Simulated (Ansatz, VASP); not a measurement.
**CoO in VASP and in Ansatz**

```xyz
2
Lattice="-1.4735 1.4735 2.0834 1.4735 -1.4735 2.0834 1.4735 1.4735 -2.0834" Properties=species:S:1:pos:R:3 pbc="T T T"
Co    0.0000    0.0000    0.0000
O     0.0000    0.0000    2.0834
```

Alike in both runs: functional PBEsol; k mesh 20 × 20 × 20; occupations gaussian, width 0.1 eV; collinear spin.

Ansatz relaxed the structure, and its values are those at the end. VASP's run is a single point on that final structure, the one shown.

|  | VASP | Ansatz |
| --- | --- | --- |
| version | VASP 6.6.1 | Ansatz 0.2.0 |
| potentials or method | VASP PAW PBE potentials, release 64 (Co, O), cutoff 520 eV | scalar-relativistic, plane waves, PAW |
| valence electrons in the cell | 15 | 23 |

```tsv
	VASP	Ansatz	Ansatz less VASP
gap on the k mesh at the Fermi level (eV)	none	none	-
pressure (GPa)	-0.8	0.0	+0.84
net moment per atom (μB)	1.35	1.38	+0.022
size of the moment on the site where the two differ most (μB)	2.40	2.34	-0.058
```

VASP's potentials were made for PBE, not for PBEsol. Site moments also hang on the region over which each program counts them. A gap of «none» marks a metal or a gap that the smearing closes. VASP's potentials hold 15 valence electrons a cell and Ansatz's 23, so a difference there can come from the potentials and not from the codes.
